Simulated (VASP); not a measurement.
A run of VASP 6.6.1:

The input INCAR:

```
SYSTEM = Si
PREC     = Accurate       ! precision mode
ENCUT    = 520            ! plane-wave cutoff, eV
EDIFF    = 1E-6           ! SCF threshold, eV
ISMEAR   = 0              ! smearing method
SIGMA    = 0.03           ! smearing width, eV
LREAL    = .False.        ! projectors in reciprocal space
LASPH    = .True.         ! aspherical terms in the spheres
NELM     = 100            ! most SCF steps
ALGO     = Normal         ! electronic algorithm
ISIF     = 2              ! what is computed and relaxed
LWAVE    = .False.        ! write WAVECAR
LCHARG   = .False.        ! write CHGCAR
NBANDS   = 16             ! bands
```

The input KPOINTS:

```
Automatic mesh
0
Gamma
  12 12 6
  0 0 0
```

POSCAR

```
Si
1.0
    3.5104841895      0.0000000000      0.0000000000
   -1.7552420948      3.0401684877      0.0000000000
    0.0000000000      0.0000000000      7.5430293967
Si
4
Direct
    0.3333333333      0.6666666667      0.0630095000
    0.6666666667      0.3333333333      0.5630095000
    0.3333333333      0.6666666667      0.4369905000
    0.6666666667      0.3333333333      0.9369905000
```

Potentials or basis: VASP PAW LDA potentials, release 64 (Si).

The run is started by

```console
$ cat potpaw_LDA.64/Si/POTCAR > POTCAR
$ mpirun -np 1 vasp_std > vasp.out
```

Hardware: 1 thread of Intel(R) Xeon(R) 6975P-C (Granite Rapids), on a shared host.

Q: How long does it take, and how much memory?

A: Wall time 32 s on 1 thread of Intel(R) Xeon(R) 6975P-C (Granite Rapids) (shared host), peak memory 0.2 GiB. Counts: scf iterations 14, k points 76.
